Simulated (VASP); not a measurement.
Input of a VASP 6.6.1 run:

File INCAR:

```
SYSTEM = InP
PREC = Accurate
ENCUT = 520
EDIFF = 1E-6
ISMEAR = 0
SIGMA = 0.1
LREAL = .False.
LASPH = .True.
NELM = 100
ALGO = Normal
ISIF = 2
LWAVE = .False.
LCHARG = .False.
GGA = PE
NBANDS = 26
```

The input KPOINTS:

```
Automatic mesh
0
Gamma
  6 6 4
  0 0 0
```

The input POSCAR:

```
InP
1.0
    4.0055955600      0.0000000000      0.0000000000
   -2.0027977800      3.4689475100      0.0000000000
    0.0000000000      0.0000000000      5.3063672100
In P
2 2
Direct
    0.3333333300      0.6666666700      0.2500000000
    0.6666666700      0.3333333300      0.7500000000
    0.0000000000      0.0000000000      0.0000000000
    0.0000000000      0.0000000000      0.5000000000
```

Potentials or basis: VASP PAW PBE potentials, release 64 (In_d, P).

Run with:

```sh
$ cat potpaw_PBE.64/In_d/POTCAR potpaw_PBE.64/P/POTCAR > POTCAR
$ mpirun -np 1 vasp_std > vasp.out
```

**Question.** Estimate the band gap on the k mesh.

**Answer.** Zero (bands 18 and 19 overlap by 2.03 eV).

**Question.** What does it give for the pressure?

**Answer.** 19.5 GPa.

Stress tensor (GPa, compression positive):
```
18.25  0.00  0.00
 0.00 18.25  0.00
 0.00  0.00 21.90
```

Caveat: the cell stands under pressure; spin-orbit coupling is left out, which moves the levels of the heavy elements.
